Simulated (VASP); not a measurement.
Set up this calculation in VASP 6.6.1, as the native input.

```
Task                   : relaxation of cell and atoms
Functional             : PBE
Potentials or basis    : VASP PAW PBE potentials, release 64 (La, Hf_pv, F)
Cutoff                 : 600 eV
k mesh                 : 4 × 4 × 4
Occupations            : gaussian, width 0.1 eV
Spin                   : no spin polarisation
Dipole correction      : no
Further INCAR settings : ALGO = Normal; EDIFF = 1e-06; IBRION = 2; EDIFFG = -0.04; NSW = 90; ISIF = 3
```

The structure of LaHfF5 lies in POSCAR:

```
LaHfF5
1.0
    3.8123008700      0.0000000000      0.0000000000
    0.0000000000      3.8123008700      0.0000000000
    0.0000000000      0.0000000000      6.7412989300
La Hf F
1 1 5
Direct
    0.0000000000      0.0000000000      0.5000000000
    0.5000000000      0.5000000000      0.0000000000
    0.0000000000      0.5000000000      0.2955499900
    0.0000000000      0.5000000000      0.7044500100
    0.5000000000      0.0000000000      0.2955499900
    0.5000000000      0.0000000000      0.7044500100
    0.0000000000      0.0000000000      0.0000000000
```

The cell was generated, and may not be a known phase.

The input as run:

INCAR

```
PREC     = Accurate       # precision mode
ENCUT    = 600            # plane-wave cutoff, eV
EDIFF    = 1E-6           # SCF threshold, eV
ISMEAR   = 0              # smearing method
SIGMA    = 0.1            # smearing width, eV
LREAL    = F              # projectors in reciprocal space
LASPH    = T              # aspherical terms in the spheres
NELM     = 100            # most SCF steps
ALGO     = Normal         # electronic algorithm
ISIF     = 3              # what is computed and relaxed
LWAVE    = F              # write WAVECAR
LCHARG   = F              # write CHGCAR
GGA      = PE             # functional
IBRION   = 2              # ionic algorithm
NSW      = 90             # ionic steps
EDIFFG   = -0.04          # ionic threshold
```

KPOINTS

```
regular mesh
0
Gamma
  4 4 4
```

Potentials or basis: VASP PAW PBE potentials, release 64 (La, Hf_pv, F).

Command:

```sh
$ cat potpaw_PBE.64/La/POTCAR potpaw_PBE.64/Hf_pv/POTCAR potpaw_PBE.64/F/POTCAR > POTCAR
$ mpirun -np 1 vasp_std > vasp.out
```

Results of the run:

| Item | Value |
| --- | --- |
| Relaxed volume | 12.87 Å³/atom |
| Relaxed cell | a = 4.187 Å, b = 4.187 Å, c = 5.139 Å, α = 90.00°, β = 90.00°, γ = 90.00° |
| Space group after relaxing (to 0.1 Å) | P4/mmm (No. 123) |
| Energy gained by relaxing | 203.9 meV/atom |
| Ionic steps | 36 |
| Pressure after relaxing | 0.4 GPa |
| Largest force after relaxing | 0.037 eV/Å |
| Band gap on the k mesh | zero (bands 28 and 29 overlap by 0.67 eV) |

Caveat: the k points lie up to 0.38 Å⁻¹ apart in the final cell, too coarse for converged energies and pressures of a metal; a cell axis changed by over 15 % at a fixed basis, so the end point is rough; spin-orbit coupling is left out, which moves the levels of the heavy elements.

Run time: 34 min on 1 thread of AMD EPYC 7R43 64-Core Processor (Zen 3), on a shared host, peak memory 0.22 GiB.
